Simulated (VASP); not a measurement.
Crystal: AlIn3As4.

```
Al In As
1.0
    -2.86241    2.86241    5.72483
     2.86241   -2.86241    5.72483
     2.86241    2.86241   -5.72483
Al In As
1 3 4
Direct
  0.00000 0.00000 0.00000
  0.25000 0.75000 0.50000
  0.50000 0.50000 0.00000
  0.75000 0.25000 0.50000
  0.12500 0.12500 0.50000
  0.37500 0.87500 0.00000
  0.62500 0.62500 0.50000
  0.87500 0.37500 0.00000
```

* Program: VASP 6.6.1
* Task: relaxation of cell and atoms
* Functional: PBE
* Potentials or basis: VASP PAW PBE potentials, release 64 (Al, In_d, As)
* Cutoff: 600 eV
* k mesh: 4 × 4 × 4
* Occupations: gaussian, width 0.1 eV
* Spin: no spin polarisation

At the start: pressure 14.7 GPa; volume 23.45 Å³/atom.

Problem. How do energy, volume and symmetry change on relaxing?

Solution. Over 6 steps the energy falls by 217.9 meV/atom and the volume is 27.98 Å³/atom (+19.3 %); space group I-42m (No. 121, to 0.1 Å) before and after.

Step by step:
```csv
step,energy change (eV),largest force (eV/Å),pressure (GPa),volume (Å³)
1,0.0000,1.6398,14.72,187.62
2,-1.2257,0.3029,-4.77,252.41
3,-1.6387,0.6289,-0.43,226.30
4,-1.7023,0.4115,-0.23,224.82
5,-1.7424,0.0553,0.20,222.53
6,-1.7434,0.0270,-0.09,223.82
```

Final structure:
```
Al In As
1.0
    -3.03646    3.03646    6.06889
     3.03646   -3.03646    6.06889
     3.03646    3.03646   -6.06889
Al In As
1 3 4
Direct
  0.00000 0.00000 0.00000
  0.25000 0.75000 0.50000
  0.50000 0.50000 0.00000
  0.75000 0.25000 0.50000
  0.11755 0.11755 0.47387
  0.35632 0.88245 0.00000
  0.64368 0.64368 0.52613
  0.88245 0.35632 0.00000
```

Caveat: the volume moved by over 15 % at a fixed basis, so the end points are rough.
